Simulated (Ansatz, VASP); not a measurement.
Two plane-wave programs on NaCl

```
Na Cl
1.0
     3.32708    0.00000    0.00000
     0.00000    3.32708    0.00000
     0.00000    0.00000    3.32708
Na Cl
1 1
Direct
  0.00000 0.00000 0.00000
  0.50000 0.50000 0.50000
```

Change from the starting cell: strain -0.050 along x and y, -0.050 along z, atoms carried along.

Alike in both runs: task single point; functional PBE; k mesh 6 × 6 × 6; occupations gaussian, width 0.05 eV; no spin polarisation.

|  | VASP | Ansatz |
| --- | --- | --- |
| version | VASP 6.6.1 | Ansatz 0.2.0 |
| potentials or method | VASP PAW PBE potentials, release 64 (Na_pv, Cl), cutoff 520 eV | scalar-relativistic, plane waves, PAW |
| valence electrons in the cell | 14 | 16 |

Ansatz gave:

| Quantity | Value |
| --- | --- |
| gap on the k mesh at the Fermi level (eV) | 4.56 |
| least direct gap on the mesh (eV) | 5.19 |
| pressure (GPa) | 5.9 |

Task: What did VASP give for the same quantities?

Result: gap on the k mesh at the Fermi level (eV): 4.56; least direct gap on the mesh (eV): 5.19; pressure (GPa): 5.8.

With one functional, cell and mesh, what is left measures potentials, basis and numerics. VASP's potentials hold 14 valence electrons a cell and Ansatz's 16, so a difference there can come from the potentials and not from the codes.
